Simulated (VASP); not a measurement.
# Ca in VASP: further runs

Runs on Ca. Level: PBEsol. Tasks: single point.

Everything below comes from runs of VASP 6.6.1. Logs are shortened: lines on timing, memory, paths and dates and some standing lists are left out, and cuts for length are marked.

## 1. The cell of the first run

The typed cell holds 1 atom: a = 3.938 Å, b = 3.857 Å, c = 3.910 Å, α = 108.33°, β = 110.21°, γ = 110.07°.

## 2. Single point, PBEsol (the cell strained at random)

INCAR

```
PREC     = Accurate       # precision mode
ENCUT    = 520            # plane-wave cutoff, eV
EDIFF    = 1E-6           # SCF threshold, eV
ISMEAR   = 0              # smearing method
SIGMA    = 0.1            # smearing width, eV
LREAL    = False          # projectors in reciprocal space
LASPH    = True           # aspherical terms in the spheres
NELM     = 60             # most SCF steps
ALGO     = Fast           # electronic algorithm
ISIF     = 2              # what is computed and relaxed
LWAVE    = False          # write WAVECAR
LCHARG   = False          # write CHGCAR
GGA      = PS             # functional
NBANDS   = 11             # bands
```

KPOINTS

```
regular mesh
0
Gamma
  12 12 12
```

POSCAR

```
Ca
1.0
   -2.2949319984      2.2571058996      2.2688409370
    2.2510097022     -2.2311917448      2.1987154210
    2.2964756418      2.2327353883     -2.2428195191
Ca
1
Direct
    0.5000000000      0.5000000000      0.0000000000
```

Potentials or basis: VASP PAW PBE potentials, release 64 (Ca_sv).

The run is started by

```console
> cat potpaw_PBE.64/Ca_sv/POTCAR > POTCAR
> mpirun -np 1 vasp_std > vasp.out
```

OUTCAR:

```text
PREC = Accurate
   ENCUT = 520
   EDIFF = 1E-6
   ISMEAR = 0
   LREAL = False
   LASPH = True
   NELM = 60
   ISIF = 2
   GGA = PS

 ion  position               nearest neighbor table
   1  0.500  0.500  0.000-

  LATTYP: Found a triclinic cell.
 ALAT       =     6.3707208695
 B/A-ratio  =     0.6104616313
 C/A-ratio  =     1.0028200812
 COS(alpha) =     0.0021543025
 COS(beta)  =     0.5104556262
 COS(gamma) =     0.8113043341

  Lattice vectors:

 A1 = (  -0.0423786528,   4.5157554427,   4.4935777759)
 A2 = (   2.2525533456,   2.2586495431,   2.2247368389)
 A3 = (  -4.5459417006,   4.4882976444,   0.0701255160)

Analysis of symmetry for initial positions (statically):
=====================================================================
 Subroutine PRICEL returns:
 Original cell was already a primitive cell.

 Routine SETGRP: Setting up the symmetry group for a
 triclinic supercell.

 Subroutine GETGRP returns: Found  2 space group operations
 (whereof  2 operations were pure point group operations)
 out of a pool of  2 trial point group operations.

The static configuration has the point symmetry S_2 .

Analysis of symmetry for dynamics (positions and initial velocities):
=====================================================================
 Subroutine PRICEL returns:
 Original cell was already a primitive cell.

 Routine SETGRP: Setting up the symmetry group for a
 triclinic supercell.

 Subroutine GETGRP returns: Found  2 space group operations
 (whereof  2 operations were pure point group operations)
 out of a pool of  2 trial point group operations.

The dynamic configuration has the point symmetry S_2 .

 Subroutine INISYM returns: Found  2 space group operations
 (whereof  2 operations are pure point group operations),
 and found     1 'primitive' translations

----------------------------------------------------------------------------------------

                                     Primitive cell

  volume of cell :      45.6022

  direct lattice vectors                    reciprocal lattice vectors
    -2.294931998  2.257105900  2.268840937     0.002083465  0.221434362  0.222572061
     2.251009702 -2.231191745  2.198715421     0.222094368 -0.001386328  0.226027550
     2.296475642  2.232735388 -2.242819519     0.219834613  0.222644400  0.000869827

  length of vectors
     3.938131425  3.857409854  3.910133896     0.313967897  0.316885285  0.312887428

  position of ions in fractional coordinates (direct lattice)
     0.500000000  0.500000000  0.000000000

  ion indices of the primitive-cell ions
   primitive index   ion index
                 1           1

----------------------------------------------------------------------------------------

 KPOINTS: regular mesh

Automatic generation of k-mesh.
 Grid dimensions read from file:
 generate k-points for:   12   12   12

 Generating k-lattice:

  Cartesian coordinates                     Fractional coordinates (reciprocal lattice)
     0.000173622  0.018452864  0.018547672     0.083333333  0.000000000  0.000000000
     0.018507864 -0.000115527  0.018835629    -0.000000000  0.083333333  0.000000000
     0.018319551  0.018553700  0.000072486     0.000000000 -0.000000000  0.083333333

  Length of vectors
     0.026163991  0.026407107  0.026073952

  Shift w.r.t. Gamma in fractional coordinates (k-lattice)
     0.000000000  0.000000000  0.000000000

 Subroutine IBZKPT returns following result:
 ===========================================

 Found    868 irreducible k-points:

 Following reciprocal coordinates:
            Coordinates               Weight
  0.000000  0.000000  0.000000      1.000000
  0.083333  0.000000  0.000000      2.000000
  0.166667  0.000000  0.000000      2.000000
  0.250000  0.000000  0.000000      2.000000
  0.333333  0.000000  0.000000      2.000000
  0.416667  0.000000  0.000000      2.000000
[... 16 lines left out ...]
  0.250000  0.166667  0.000000      2.000000
  0.333333  0.166667  0.000000      2.000000
 [... further k-points ...]
   k-points           NKPTS =    868   k-points in BZ     NKDIM =    868   number of bands    NBANDS=     11
   number of dos      NEDOS =    301   number of ions     NIONS =      1
   total plane-waves  NPLWV =  27000
   dimension x,y,z NGX =    30 NGY =   30 NGZ =   30
   dimension x,y,z NGXF=    60 NGYF=   60 NGZF=   60
   ions per type =               1
   NGX,Y,Z   is equivalent  to a cutoff of  12.66, 12.93, 12.76 a.u.
   NGXF,Y,Z  is equivalent  to a cutoff of  25.33, 25.86, 25.51 a.u.
 SYSTEM =  unknown system
   PREC   = accura    normal or accurate (medium, high low for compatibility)
   ISTART =      0    job   : 0-new  1-cont  2-samecut
   ICHARG =      2    charge: 1-file 2-atom 10-const
   ISPIN  =      1    spin polarized calculation?
   LNONCOLLINEAR =      F non collinear calculations
   LSORBIT =      F    spin-orbit coupling
   LASPH  =      T    aspherical Exc in radial PAW
   ENCUT  =  520.0 eV  38.22 Ry    6.18 a.u.   7.32  7.17  7.27*2*pi/ulx,y,z
   NELM   =     60;   NELMIN=  2; NELMDL= -5     # of ELM steps
   EDIFF  = 0.1E-05   stopping-criterion for ELM
   LREAL  =      F    real-space projection
   EDIFFG = 0.1E-04   stopping-criterion for IOM
   NSW    =      0    number of steps for IOM
   IBRION =     -1    ionic relax: 0-MD 1-quasi-New 2-CG
   NFREE  =      0    steps in history (QN), initial steepest desc. (CG)
   ISIF   =      2    stress and relaxation
   ISYM   =      2    0-nonsym 1-usesym 2-fastsym
   POTIM  = 0.5000    time-step for ionic-motion
   TEBEG  =    0.0;   TEEND  =   0.0 temperature during run
   PSTRESS=    0.0 pullay stress
   NELECT =      10.0000    total number of electrons
   NUPDOWN=      -1.0000    fix difference up-down
   EMIN   =  10.00;   EMAX   =-10.00  energy-range for DOS
   EFERMI =   0.00;   METHOD = LEGACY
   ISMEAR =     0;   SIGMA  =   0.10  broadening in eV -4-tet -1-fermi 0-gaus
   EFERMI_NEDOS =   21; number of points for ismear=-14 and -15
   IALGO  =     68    algorithm
   IMIX   =      4    mixing-type and parameters
     AMIX     =   0.40;   BMIX     =  1.00
     AMIX_MAG =   1.60;   BMIX_MAG =  1.00
  volume/ion in A,a.u.               =      45.60       307.74
  Fermi-wavevector in a.u.,A,eV,Ry     =   0.987217  1.865570 13.260210  0.974598
  Thomas-Fermi vector in A             =   2.118655
   LORBIT       =      0    0 simple, 1 ext, 2 COOP (PROOUT), +10 PAW based schemes
   GGA     = PS    functional components
   LHFCALC =     F    Hartree Fock is set to
   AEXX    =    0.0000 exact exchange contribution
   IVDW    =     0    specifies the selected vdW correction
   LEPSILON=     F    determine dielectric tensor
   LRPA    =     F    only Hartree local field effects (RPA)
 non-spin polarized calculation
 RMM-DIIS sequential band-by-band and
 Gauss-broadening in eV      SIGMA  =   0.10
  energy-cutoff  :      520.00
  volume of cell :       45.60
 maximum number of plane-waves:      1248
 NGX is ok and might be reduce to    30
   NGX = 15   NGY = 15   NGZ = 15

 number of electron      10.0000000 magnetization

 Free energy of the ion-electron system (eV)
  ---------------------------------------------------
  ext. energy  EPLUGINS =         0.00000000
  ---------------------------------------------------
  free energy    TOTEN  =        -2.09081345 eV

  energy without entropy =       -2.08192636  energy(sigma->0) =       -2.08636990

 E-fermi :   1.6536     XC(G=0):  -7.5689

 val. band max:        1.6520936906   @ k =   0.2500   0.3333   0.2500
 cond. band min:       1.6541732481   @ k =   0.1667   0.4167   0.0000
 fundamental gap:      0.0020795574
 Fermi energy:         1.6536306379

 k-point     1 :       0.0000    0.0000    0.0000
  band No.  band energies     occupation
      1     -40.4370      2.00000
      2     -21.4357      2.00000
      3     -21.4343      2.00000
      4     -21.4328      2.00000
      5      -2.2914      2.00000
      6       3.7352      0.00000
      7       3.8087      0.00000
      8       3.8848      0.00000
      9       4.7566      0.00000
     10       4.8378      0.00000
     11      11.3187      0.00000

 k-point     2 :       0.0833    0.0000    0.0000
  band No.  band energies     occupation
      1     -40.4363      2.00000
      2     -21.4416      2.00000
      3     -21.4358      2.00000
      4     -21.4348      2.00000
      5      -2.1737      2.00000
      6       3.6725      0.00000
      7       3.7967      0.00000
      8       3.9184      0.00000
      9       4.7534      0.00000
     10       4.7766      0.00000
     11      11.2862      0.00000

 k-point     3 :       0.1667    0.0000    0.0000
  band No.  band energies     occupation
      1     -40.4345      2.00000
      2     -21.4608      2.00000
      3     -21.4419      2.00000
      4     -21.4354      2.00000
      5      -1.8277      2.00000
      6       3.4935      0.00000
      7       3.5706      0.00000
      8       4.1585      0.00000
      9       4.6751      0.00000
     10       4.7940      0.00000
     11      10.3065      0.00000

 k-point     4 :       0.2500    0.0000    0.0000
  band No.  band energies     occupation
      1     -40.4319      2.00000
      2     -21.4870      2.00000
      3     -21.4507      2.00000
      4     -21.4357      2.00000
      5      -1.2764      2.00000
      6       3.1315      0.00000
      7       3.2725      0.00000
      8       4.5488      0.00000
      9       4.6952      0.00000
     10       4.8546      0.00000
     11       8.9127      0.00000

 k-point     5 :       0.3333    0.0000    0.0000
  band No.  band energies     occupation
      1     -40.4294      2.00000
      2     -21.5129      2.00000
      3     -21.4595      2.00000
      4     -21.4359      2.00000
      5      -0.5637      2.00000
      6       2.5954      0.00000
      7       3.0640      0.00000
      8       4.7570      0.00000
      9       4.9415      0.00000
     10       5.0395      0.00000
     11       7.6506      0.00000
[... 211 lines left out ...]
 k-point    21 :       0.0833    0.1667    0.0000
  band No.  band energies     occupation
      1     -40.4325      2.00000
      2     -21.4798      2.00000
      3     -21.4488      2.00000
      4     -21.4354      2.00000
      5      -1.4773      2.00000
      6       3.3382      0.00000
      7       3.4352      0.00000
      8       4.3724      0.00000
      9       4.5080      0.00000
     10       4.8707      0.00000
     11       9.7690      0.00000

 k-point    22 :       0.1667    0.1667    0.0000
  band No.  band energies     occupation
      1     -40.4302      2.00000
      2     -21.4998      2.00000
      3     -21.4545      2.00000
      4     -21.4403      2.00000
      5      -0.9372      2.00000
      6       2.9984      0.00000
      7       3.1749      0.00000
      8       4.5045      0.00000
      9       4.7641      0.00000
     10       4.9733      0.00000
     11       8.8396      0.00000

 k-point    23 :       0.2500    0.1667    0.0000
  band No.  band energies     occupation
      1     -40.4281      2.00000
      2     -21.5171      2.00000
      3     -21.4642      2.00000
      4     -21.4432      2.00000
      5      -0.2388      2.00000
      6       2.5608      0.00000
      7       2.9460      0.00000
      8       4.5899      0.00000
      9       5.0184      0.00000
     10       5.2400      0.00000
     11       7.4729      0.00000

 k-point    24 :       0.3333    0.1667    0.0000
  band No.  band energies     occupation
      1     -40.4265      2.00000
      2     -21.5276      2.00000
      3     -21.4738      2.00000
      4     -21.4445      2.00000
      5       0.5403      2.00000
      6       2.0435      0.00000
      7       2.7913      0.00000
      8       4.6633      0.00000
      9       5.0405      0.00000
     10       5.6961      0.00000
     11       6.5705      0.00000

 [... further k-points ...]

------------------------ aborting loop because EDIFF is reached ----------------------------------------

  FORCE on cell =-STRESS in cart. coord.  units (eV):
  Direction    XX          YY          ZZ          XY          YZ          ZX
  --------------------------------------------------------------------------------------
  -------------------------------------------------------------------------------------
  Total       -0.4789741     -0.4838438     -0.4865724     -0.0044209     -0.0318576      0.0557239
  in kB      -16.8281480    -16.9992412    -17.0951049     -0.1553243     -1.1192775      1.9577893
  external PRESSURE =     -16.9741647 kB  Pullay stress =       0.0000000 kB

 VOLUME and BASIS-vectors are now :
 -----------------------------------------------------------------------------
  energy-cutoff  :      520.00
  volume of cell :       45.60
      direct lattice vectors                 reciprocal lattice vectors
    -2.294931998  2.257105900  2.268840937     0.002083465  0.221434362  0.222572061
     2.251009702 -2.231191745  2.198715421     0.222094368 -0.001386328  0.226027550
     2.296475642  2.232735388 -2.242819519     0.219834613  0.222644400  0.000869827

 POSITION                                       TOTAL-FORCE (eV/Angst)
 -----------------------------------------------------------------------------------
     -0.02196      0.01296      2.23378         0.000000     -0.000000      0.000000
 -----------------------------------------------------------------------------------
    total drift:                                0.000000     -0.000000      0.000000

  FREE ENERGIE OF THE ION-ELECTRON SYSTEM (eV)
  ---------------------------------------------------
  free  energy   TOTEN  =        -2.0908134458 eV

  energy  without entropy=       -2.0819263569  energy(sigma->0) =       -2.08636990
```

Wall time 9.9 min (1 thread of Intel Xeon 8259CL, shared host); peak memory 0.52 GiB.

What came out:

```yaml
Free_energy: -2.0908 eV
Pressure: -1.7 GPa
Band_gap_on_the_k_mesh: zero (bands 5 and 6 overlap by 0.44 eV)
```

Stress tensor (GPa, compression positive):
```
-1.68 -0.02  0.20
-0.02 -1.70 -0.11
 0.20 -0.11 -1.71
```

Levels at points of the mesh, in eV from the Fermi level:
```csv
k point,band 1,band 2,band 3,band 4,band 5,band 6,band 7,band 8,band 9,band 10
"(0.00, 0.00, 0.00)",-42.09,-23.09,-23.09,-23.09,-3.95,2.08,2.16,2.23,3.10,3.18
"(0.50, 0.00, 0.00)",-42.08,-23.19,-23.12,-23.09,-0.89,-0.10,1.22,3.10,3.43,4.06
"(0.00, 0.50, 0.00)",-42.08,-23.20,-23.13,-23.09,-0.85,-0.04,1.31,2.97,3.34,4.09
"(0.50, 0.50, 0.00)",-42.08,-23.20,-23.12,-23.09,-0.90,-0.11,1.32,2.99,3.37,4.06
"(0.00, 0.00, 0.50)",-42.08,-23.19,-23.12,-23.09,-0.91,-0.12,1.32,2.99,3.37,4.06
"(0.50, 0.00, 0.50)",-42.08,-23.19,-23.12,-23.09,-0.94,-0.16,1.28,3.05,3.42,4.04
"(0.00, 0.50, 0.50)",-42.08,-23.20,-23.13,-23.09,-0.84,-0.02,1.23,3.05,3.38,4.09
"(0.50, 0.50, 0.50)",-42.07,-23.18,-23.17,-23.16,0.10,0.13,3.44,3.64,3.72,3.81
```

Caveat: the cell differs from its parent crystal (the cell strained at random); the PAW data sets were made with another functional, which shifts forces and pressure a little.

(Part 1 of 2 ends here.)
